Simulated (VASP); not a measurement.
# Ru (Im-3m) in VASP: single point with PBEsol

Aim: the single point of Ru with PBEsol.

All numbers are computed with VASP 6.6.1; they aren't measurements. Logs are shortened: lines on timing, memory, paths and dates and some standing lists are left out, and cuts for length are marked.

**1. The cell of the first run**

Symmetry: Im-3m, No. 229, cubic system. Conventional cell: a = 3.019 Å, b = 3.019 Å, c = 3.019 Å, α = 90.00°, β = 90.00°, γ = 90.00°. Ru (site symmetry m-3m) has 14 Ru at 2.61 to 3.02 Å within 3.4 Å.

**2. Single point, PBEsol**

INCAR reads:

```
  PREC = Accurate
  ENCUT = 500
  EDIFF = 1E-6
  ISMEAR = 0
  SIGMA = 0.1
  LREAL = F
  LASPH = T
  NELM = 120
  ALGO = Normal
  ISIF = 2
  LWAVE = F
  LCHARG = F
  GGA = PS
  NBANDS = 13
  GGA_COMPAT = F
```

KPOINTS reads:

```
Automatic mesh
0
Gamma
  6 6 6
```

POSCAR reads:

```
Ru
1.0
   -1.5092818654      1.5092818654      1.5092818654
    1.5092818654     -1.5092818654      1.5092818654
    1.5092818654      1.5092818654     -1.5092818654
Ru
1
Direct
    0.0000000000      0.0000000000      0.0000000000
```

Potentials or basis: VASP PAW PBE potentials, release 64 (Ru_pv).

On the command line:

```console
cat potpaw_PBE.64/Ru_pv/POTCAR > POTCAR
mpirun -np 1 vasp_std > vasp.out
```

OUTCAR:

```text
PREC = Accurate
   ENCUT = 500
   EDIFF = 1E-6
   ISMEAR = 0
   LREAL = F
   LASPH = T
   NELM = 120
   ISIF = 2
   GGA = PS

 ion  position               nearest neighbor table
   1  0.000  0.000  0.000-

  LATTYP: Found a body centered cubic cell.
 ALAT       =     3.0185637308

  Lattice vectors:

 A1 = (  -1.5092818654,   1.5092818654,   1.5092818654)
 A2 = (   1.5092818654,  -1.5092818654,   1.5092818654)
 A3 = (   1.5092818654,   1.5092818654,  -1.5092818654)

Analysis of symmetry for initial positions (statically):
=====================================================================
 Subroutine PRICEL returns:
 Original cell was already a primitive cell.

 Routine SETGRP: Setting up the symmetry group for a
 body centered cubic supercell.

 Subroutine GETGRP returns: Found 48 space group operations
 (whereof 48 operations were pure point group operations)
 out of a pool of 48 trial point group operations.

The static configuration has the point symmetry O_h .

Analysis of symmetry for dynamics (positions and initial velocities):
=====================================================================
 Subroutine PRICEL returns:
 Original cell was already a primitive cell.

 Routine SETGRP: Setting up the symmetry group for a
 body centered cubic supercell.

 Subroutine GETGRP returns: Found 48 space group operations
 (whereof 48 operations were pure point group operations)
 out of a pool of 48 trial point group operations.

The dynamic configuration has the point symmetry O_h .

 Subroutine INISYM returns: Found 48 space group operations
 (whereof 48 operations are pure point group operations),
 and found     1 'primitive' translations

----------------------------------------------------------------------------------------

                                     Primitive cell

  volume of cell :      13.7522

  direct lattice vectors                    reciprocal lattice vectors
    -1.509281865  1.509281865  1.509281865     0.000000000  0.331283381  0.331283381
     1.509281865 -1.509281865  1.509281865     0.331283381  0.000000000  0.331283381
     1.509281865  1.509281865 -1.509281865     0.331283381  0.331283381  0.000000000

  length of vectors
     2.614152874  2.614152874  2.614152874     0.468505451  0.468505451  0.468505451

  position of ions in fractional coordinates (direct lattice)
     0.000000000  0.000000000  0.000000000
[... 72 lines left out ...]
   NFREE  =      0    steps in history (QN), initial steepest desc. (CG)
   ISIF   =      2    stress and relaxation
   ISYM   =      2    0-nonsym 1-usesym 2-fastsym
   POTIM  = 0.5000    time-step for ionic-motion
   TEBEG  =    0.0;   TEEND  =   0.0 temperature during run
   PSTRESS=    0.0 pullay stress
   NELECT =      14.0000    total number of electrons
   NUPDOWN=      -1.0000    fix difference up-down
   EMIN   =  10.00;   EMAX   =-10.00  energy-range for DOS
   EFERMI =   0.00;   METHOD = LEGACY
   ISMEAR =     0;   SIGMA  =   0.10  broadening in eV -4-tet -1-fermi 0-gaus
   EFERMI_NEDOS =   21; number of points for ismear=-14 and -15
   IALGO  =     38    algorithm
   IMIX   =      4    mixing-type and parameters
     AMIX     =   0.40;   BMIX     =  1.00
     AMIX_MAG =   1.60;   BMIX_MAG =  1.00
  volume/ion in A,a.u.               =      13.75        92.80
  Fermi-wavevector in a.u.,A,eV,Ry     =   1.646874  3.112141 36.901659  2.712195
  Thomas-Fermi vector in A             =   2.736429
   LORBIT       =      0    0 simple, 1 ext, 2 COOP (PROOUT), +10 PAW based schemes
   GGA     = PS    functional components
   LHFCALC =     F    Hartree Fock is set to
   AEXX    =    0.0000 exact exchange contribution
   IVDW    =     0    specifies the selected vdW correction
   LEPSILON=     F    determine dielectric tensor
   LRPA    =     F    only Hartree local field effects (RPA)
 non-spin polarized calculation
 Gauss-broadening in eV      SIGMA  =   0.10
  energy-cutoff  :      500.00
  volume of cell :       13.75
 maximum number of plane-waves:       370
   NGX =  9   NGY =  9   NGZ =  9

 number of electron      13.9999995 magnetization

 Free energy of the ion-electron system (eV)
  ---------------------------------------------------
  ext. energy  EPLUGINS =         0.00000000
  ---------------------------------------------------
  free energy    TOTEN  =        -9.43136146 eV

  energy without entropy =       -9.42550051  energy(sigma->0) =       -9.42843098

 E-fermi :  12.7410     XC(G=0): -14.1900

 val. band max:       12.6002374013   @ k =   0.5000   0.5000   0.3333
 cond. band min:      12.8160378223   @ k =   0.1667   0.1667   0.1667
 fundamental gap:      0.2158004209
 Fermi energy:        12.7410180750

 k-point     1 :       0.0000    0.0000    0.0000
  band No.  band energies     occupation
      1     -29.8763      2.00000
      2     -29.8763      2.00000
      3     -29.8763      2.00000
      4       4.4729      2.00000
      5       9.7561      2.00000
      6       9.7561      2.00000
      7       9.7561      2.00000
      8      12.5414      1.99524
      9      12.5414      1.99524
     10      23.0305      0.00000
     11      29.7440      0.00000
     12      29.7440      0.00000
     13      29.7440      0.00000
[... 226 lines left out ...]
  band No.  band energies     occupation
      1     -30.6126      2.00000
      2     -30.6126      2.00000
      3     -30.6126      2.00000
      4       6.2011      2.00000
      5       6.2011      2.00000
      6      14.5120      0.00000
      7      14.5120      0.00000
      8      14.5120      0.00000
      9      21.9718      0.00000
     10      21.9718      0.00000
     11      21.9718      0.00000
     12      23.0280      0.00000
     13      32.8580      0.00000

------------------------ aborting loop because EDIFF is reached ----------------------------------------

  FORCE on cell =-STRESS in cart. coord.  units (eV):
  Direction    XX          YY          ZZ          XY          YZ          ZX
  --------------------------------------------------------------------------------------
  -------------------------------------------------------------------------------------
  Total        0.0922606      0.0922606      0.0922606      0.0000000     -0.0000000      0.0000000
  in kB       10.7486921     10.7486921     10.7486921      0.0000000     -0.0000000      0.0000000
  external PRESSURE =      10.7486921 kB  Pullay stress =       0.0000000 kB

 VOLUME and BASIS-vectors are now :
 -----------------------------------------------------------------------------
  energy-cutoff  :      500.00
  volume of cell :       13.75
      direct lattice vectors                 reciprocal lattice vectors
    -1.509281865  1.509281865  1.509281865     0.000000000  0.331283381  0.331283381
     1.509281865 -1.509281865  1.509281865     0.331283381  0.000000000  0.331283381
     1.509281865  1.509281865 -1.509281865     0.331283381  0.331283381  0.000000000

 POSITION                                       TOTAL-FORCE (eV/Angst)
 -----------------------------------------------------------------------------------
      0.00000      0.00000      0.00000        -0.000000     -0.000000      0.000000
 -----------------------------------------------------------------------------------
    total drift:                                0.000000     -0.000000      0.000000

  FREE ENERGIE OF THE ION-ELECTRON SYSTEM (eV)
  ---------------------------------------------------
  free  energy   TOTEN  =        -9.4313614560 eV

  energy  without entropy=       -9.4255005077  energy(sigma->0) =       -9.42843098
```

OSZICAR:

```text
N       E                     dE             d eps       ncg     rms          rms(c)
DAV:   1     0.104659790256E+03    0.10466E+03   -0.84486E+03   416   0.113E+03
DAV:   2    -0.885964831932E+01   -0.11352E+03   -0.10916E+03   441   0.320E+02
DAV:   3    -0.101327864260E+02   -0.12731E+01   -0.12714E+01   466   0.375E+01
DAV:   4    -0.101364002322E+02   -0.36138E-02   -0.36137E-02   461   0.215E+00
DAV:   5    -0.101364236374E+02   -0.23405E-04   -0.23405E-04   441   0.156E-01    0.141E+01
DAV:   6    -0.947607202987E+01    0.66035E+00   -0.13327E+00   416   0.137E+01    0.413E+00
DAV:   7    -0.943637169936E+01    0.39700E-01   -0.56729E-02   446   0.283E+00    0.135E+00
DAV:   8    -0.943172924710E+01    0.46425E-02   -0.38192E-03   416   0.822E-01    0.334E-01
DAV:   9    -0.943135606099E+01    0.37319E-03   -0.21302E-04   451   0.168E-01    0.238E-02
DAV:  10    -0.943136129569E+01   -0.52347E-05   -0.46284E-06   446   0.261E-02    0.400E-03
DAV:  11    -0.943136145601E+01   -0.16033E-06   -0.11867E-07   228   0.460E-03
   1 F= -.94313615E+01 E0= -.94284310E+01  d E =-.586095E-02
```

stdout:

```text
POSCAR found type information on POSCAR Ru
 POSCAR found :  1 types and       1 ions
 scaLAPACK will be used
 -----------------------------------------------------------------------------
|                                                                             |
|                                                                             |
|     You enforced a specific xc type in the INCAR file but a different       |
|     I HOPE YOU KNOW WHAT YOU ARE DOING!                                     |
|                                                                             |
 -----------------------------------------------------------------------------

 LDA part: xc-table for (Slater+PW92), standard interpolation
 POSCAR, INCAR and KPOINTS ok, starting setup
 FFT: planning ... GRIDC
 FFT: planning ... GRID_SOFT
 FFT: planning ... GRID
 WAVECAR not read
 entering main loop
```

Run time: 3.1 s. Hardware: 1 thread of Intel Xeon Platinum 8375C at 2.90GHz (Ice Lake), shared host; peak memory 0.12 GiB.

What came out:

- Free energy: -9.4314 eV
- Pressure: 1.1 GPa
- Band gap on the k mesh: zero (band 7 reaches 14.51 eV, above the bottom of band 8 at 10.74 eV)

Caveat: the k points lie up to 0.49 Å⁻¹ apart; the PAW data sets were made with another functional, which shifts forces and pressure a little.
